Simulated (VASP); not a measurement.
# Sb (R-3m) in VASP: relaxation of cell and atoms with PBE+D3(BJ)

Aim: the relaxation of cell and atoms of Sb with PBE+D3(BJ).

Everything below comes from runs of VASP 6.6.1. Logs are shortened: lines on timing, memory, paths and dates and some standing lists are left out, and cuts for length are marked.

**1. The cell of the first run**

Symmetry: R-3m, No. 166, trigonal system. The conventional cell has a = 4.323 Å, b = 4.323 Å, c = 11.039 Å, α = 90.00°, β = 90.00°, γ = 120.00°. Sb (site symmetry 3m) has 6 Sb at 2.93 to 3.29 Å within 3.9 Å.

**2. Relaxation of cell and atoms, PBE+D3(BJ)**

Contents of INCAR:

```
SYSTEM = Sb
  PREC = Accurate
  ENCUT = 600
  EDIFF = 1E-6
  ISMEAR = -1
  SIGMA = 0.15
  LREAL = .False.
  LASPH = .True.
  NELM = 60
  ALGO = Normal
  ISIF = 3
  LWAVE = .False.
  LCHARG = .False.
  GGA = PE
  IVDW = 12
  IBRION = 2
  NSW = 80
  EDIFFG = -0.001
```

Contents of KPOINTS:

```
Automatic mesh
0
Gamma
  12 12 12
  0 0 0
```

Contents of POSCAR:

```
Sb
1.0
    2.1615283239      1.2479589597      3.6796340843
   -2.1615283239      1.2479589597      3.6796340843
    0.0000000000     -2.4959179193      3.6796340843
Sb
2
Direct
    0.2362055159      0.2362055159      0.2362055159
    0.7637944841      0.7637944841      0.7637944841
```

Potentials or basis: VASP PAW PBE potentials, release 64 (Sb).

Command:

```sh
> cat potpaw_PBE.64/Sb/POTCAR > POTCAR
> mpirun -np 1 vasp_std > vasp.out
```

OUTCAR:

```text
SYSTEM = Sb
   PREC = Accurate
   ENCUT = 600
   EDIFF = 1E-6
   ISMEAR = -1
   LREAL = .False.
   LASPH = .True.
   NELM = 60
   ISIF = 3
   GGA = PE
   IVDW = 12
   IBRION = 2
   NSW = 80
   EDIFFG = -0.001
 IVDW          = 12

 ion  position               nearest neighbor table
   1  0.236  0.236  0.236-   2 2.93   2 2.93   2 2.93   2 3.29   2 3.29   2 3.29
   2  0.764  0.764  0.764-   1 2.93   1 2.93   1 2.93   1 3.29   1 3.29   1 3.29

  LATTYP: Found a trigonal (rhomboedric) cell.
 ALAT       =     4.4462695886
 COS(alpha) =     0.5273275672

  Lattice vectors:

 A1 = (   2.1615283239,   1.2479589597,   3.6796340843)
 A2 = (  -2.1615283239,   1.2479589597,   3.6796340843)
 A3 = (   0.0000000000,  -2.4959179193,   3.6796340843)

Analysis of symmetry for initial positions (statically):
=====================================================================
 Subroutine PRICEL returns:
 Original cell was already a primitive cell.

 Routine SETGRP: Setting up the symmetry group for a
 trigonal (rhombohedral) supercell.

 Subroutine GETGRP returns: Found 12 space group operations
 (whereof 12 operations were pure point group operations)
 out of a pool of 12 trial point group operations.

The static configuration has the point symmetry D_3d.

Analysis of symmetry for dynamics (positions and initial velocities):
=====================================================================
 Subroutine PRICEL returns:
 Original cell was already a primitive cell.

 Routine SETGRP: Setting up the symmetry group for a
 trigonal (rhombohedral) supercell.

 Subroutine GETGRP returns: Found 12 space group operations
 (whereof 12 operations were pure point group operations)
 out of a pool of 12 trial point group operations.

The dynamic configuration has the point symmetry D_3d.

 Subroutine INISYM returns: Found 12 space group operations
 (whereof 12 operations are pure point group operations),
 and found     1 'primitive' translations

----------------------------------------------------------------------------------------

                                     Primitive cell

  volume of cell :      59.5548

  direct lattice vectors                    reciprocal lattice vectors
     2.161528324  1.247958960  3.679634084     0.231317811  0.133551400  0.090588718
    -2.161528324  1.247958960  3.679634084    -0.231317811  0.133551400  0.090588718
     0.000000000 -2.495917919  3.679634084     0.000000000 -0.267102801  0.090588718

  length of vectors
     4.446269589  4.446269589  4.446269589     0.282046489  0.282046489  0.282046489

[... 83 lines left out ...]
   NSW    =     80    number of steps for IOM
   IBRION =      2    ionic relax: 0-MD 1-quasi-New 2-CG
   NFREE  =      1    steps in history (QN), initial steepest desc. (CG)
   ISIF   =      3    stress and relaxation
   ISYM   =      2    0-nonsym 1-usesym 2-fastsym
   POTIM  = 0.5000    time-step for ionic-motion
   TEBEG  =    0.0;   TEEND  =   0.0 temperature during run
   PSTRESS=    0.0 pullay stress
   NELECT =      10.0000    total number of electrons
   NUPDOWN=      -1.0000    fix difference up-down
   EMIN   =  10.00;   EMAX   =-10.00  energy-range for DOS
   EFERMI =   0.00;   METHOD = LEGACY
   ISMEAR =    -1;   SIGMA  =   0.15  broadening in eV -4-tet -1-fermi 0-gaus
   EFERMI_NEDOS =   21; number of points for ismear=-14 and -15
   IALGO  =     38    algorithm
   IMIX   =      4    mixing-type and parameters
     AMIX     =   0.40;   BMIX     =  1.00
     AMIX_MAG =   1.60;   BMIX_MAG =  1.00
  volume/ion in A,a.u.               =      29.78       200.95
  Fermi-wavevector in a.u.,A,eV,Ry     =   0.903169  1.706742 11.098471  0.815715
  Thomas-Fermi vector in A             =   2.026462
   LORBIT       =      0    0 simple, 1 ext, 2 COOP (PROOUT), +10 PAW based schemes
   GGA     = PE    functional components
   LHFCALC =     F    Hartree Fock is set to
   AEXX    =    0.0000 exact exchange contribution
   IVDW    =    12    specifies the selected vdW correction
   LEPSILON=     F    determine dielectric tensor
   LRPA    =     F    only Hartree local field effects (RPA)
 conjugate gradient relaxation of ions
 non-spin polarized calculation
  energy-cutoff  :      600.00
  volume of cell :       59.55
 maximum number of plane-waves:      2018
   NGX = 17   NGY = 17   NGZ = 17

--------------------------------------- Ionic step        1  -------------------------------------------

 number of electron      10.0000000 magnetization

 Free energy of the ion-electron system (eV)
  ---------------------------------------------------
  ext. energy  EPLUGINS =         0.00000000
  ---------------------------------------------------
  free energy    TOTEN  =        -8.25868327 eV

  energy without entropy =       -8.22130282  energy(sigma->0) =       -8.23999305

------------------------ aborting loop because EDIFF is reached ----------------------------------------

 Edisp (eV)   -0.95925

 E8    (eV) :    -0.4475
[... 105 lines left out ...]
  FREE ENERGIE OF THE ION-ELECTRON SYSTEM (eV)
  ---------------------------------------------------
  free  energy   TOTEN  =        -9.2187613225 eV

  energy  without entropy=       -9.1783411352  energy(sigma->0) =       -9.19855123

[... ionic steps 4 to 9 ...]

--------------------------------------- Ionic step       10  -------------------------------------------

 number of electron      10.0000000 magnetization

------------------------ aborting loop because EDIFF is reached ----------------------------------------
[... 75 lines left out ...]
--------------------------------------- Ionic step       12  -------------------------------------------

 number of electron      10.0000000 magnetization

 Free energy of the ion-electron system (eV)
  ---------------------------------------------------
  ext. energy  EPLUGINS =         0.00000000
  ---------------------------------------------------
  free energy    TOTEN  =        -8.25328473 eV

  energy without entropy =       -8.21172253  energy(sigma->0) =       -8.23250363

 E-fermi :   7.3960     XC(G=0):  -9.6388

 val. band max:        7.3816418389   @ k =   0.2500   0.2500   0.1667
 cond. band min:       7.4318305530   @ k =  -0.4167   0.5000   0.4167
 fundamental gap:      0.0501887142
 Fermi energy:         7.3959922624

 k-point     1 :       0.0000    0.0000    0.0000
  band No.  band energies     occupation
      1      -5.2700      2.00000
      2       2.8415      2.00000
      3       5.4989      1.99999
      4       5.6799      1.99998
      5       5.6799      1.99998
      6       9.9893      0.00000
      7      10.3819      0.00000
      8      10.3819      0.00000
      9      12.3906      0.00000
[... 265 lines left out ...]
 k-point    24 :      -0.4167    0.1667   -0.0000
  band No.  band energies     occupation
      1      -2.6782      2.00000
      2      -2.0346      2.00000
      3       3.8182      2.00000
      4       5.3580      2.00000
      5       5.7989      1.99995
      6       8.3917      0.00262
      7       8.8824      0.00010
      8      10.6613      0.00000
      9      14.1776      0.00000

 [... further k-points ...]

------------------------ aborting loop because EDIFF is reached ----------------------------------------

 Edisp (eV)   -0.96615

 E8    (eV) :    -0.4507
[... 25 lines left out ...]
  FREE ENERGIE OF THE ION-ELECTRON SYSTEM (eV)
  ---------------------------------------------------
  free  energy   TOTEN  =        -9.2194334744 eV

  energy  without entropy=       -9.1778712675  energy(sigma->0) =       -9.19865237

 reached required accuracy - stopping structural energy minimisation
```

CONTCAR:

```text
Sb
   1.00000000000000
     2.1589939692547016    1.2464957493631141    3.6626095689932536
    -2.1589939692547016    1.2464957493631141    3.6626095689932536
     0.0000000000000000   -2.4929914986268091    3.6626095689934104
  Sb
     2
Direct
     0.2377686148824957    0.2377686148824957    0.2377686148824956
     0.7622313851175044    0.7622313851175044    0.7622313851175044

  0.00000000E+00  0.00000000E+00  0.00000000E+00
  0.00000000E+00  0.00000000E+00  0.00000000E+00
```

It took 5.4 min on 1 thread of AMD EPYC 9R45 (Zen 5), shared host; peak memory 0.27 GiB.

Results:

```yaml
Free_energy: -9.2194 eV
Relaxed_volume: 29.57 Å³/atom
Relaxed_cell: a = 4.431 Å, b = 4.431 Å, c = 4.431 Å, α = 58.33°, β = 58.33°, γ = 58.33°
Space_group_after_relaxing_to_0.1_Å: R-3m (No. 166)
Energy_gained_by_relaxing: 0.8 meV/atom
Ionic_steps: 12
Pressure_after_relaxing: 0.0 GPa
Band_gap_on_the_k_mesh: zero (bands 5 and 6 overlap by 0.24 eV)
Dispersion_energy_per_atom: -0.483 eV
```

The path:
| step | energy change (eV) | largest force (eV/Å) | pressure (GPa) | volume (Å³) |
| --- | --- | --- | --- | --- |
| 1 | 0.0000 | 0.0954 | 0.03 | 59.55 |
| 2 | -0.0007 | 0.0536 | -0.14 | 59.61 |
| 3 | -0.0008 | 0.0088 | -0.39 | 59.69 |
| 4 | -0.0009 | 0.0110 | -0.31 | 59.66 |
| 5 | -0.0013 | 0.0072 | -0.15 | 59.43 |
| 6 | -0.0014 | 0.0028 | 0.01 | 59.20 |
| 7 | -0.0014 | 0.0021 | 0.01 | 59.20 |
| 8 | -0.0015 | 0.0002 | 0.00 | 59.17 |
| 9 | -0.0015 | 0.0033 | -0.01 | 59.12 |
| 10 | -0.0015 | 0.0014 | 0.00 | 59.15 |
| 11 | -0.0015 | 0.0014 | -0.01 | 59.15 |
| 12 | -0.0015 | 0.0002 | 0.00 | 59.14 |

Final structure:
```
Sb
1.0
     2.15899    1.24650    3.66261
    -2.15899    1.24650    3.66261
     0.00000   -2.49299    3.66261
Sb
2
Direct
  0.23777 0.23777 0.23777
  0.76223 0.76223 0.76223
```

Levels at points of the mesh, in eV from the Fermi level:
| k point | band 1 | band 2 | band 3 | band 4 | band 5 | band 6 | band 7 | band 8 | band 9 |
| --- | --- | --- | --- | --- | --- | --- | --- | --- | --- |
| (0.00, 0.00, 0.00) | -12.67 | -4.55 | -1.90 | -1.72 | -1.72 | 2.59 | 2.99 | 2.99 | 4.99 |
| (0.50, 0.00, 0.00) | -10.20 | -9.66 | -1.55 | -1.40 | -0.26 | -0.03 | 0.26 | 0.30 | 8.06 |
| (0.50, 0.50, 0.00) | -10.22 | -7.73 | -5.56 | -3.72 | -3.64 | 1.77 | 5.20 | 5.54 | 7.30 |
| (0.50, 0.50, 0.50) | -10.80 | -9.18 | -1.10 | -1.10 | -0.26 | -0.03 | -0.03 | 0.97 | 7.57 |

Caveat: spin-orbit coupling is left out, which moves the levels of the heavy elements.

The gap in the log of VASP goes by the Fermi energy; the results here count the filled bands.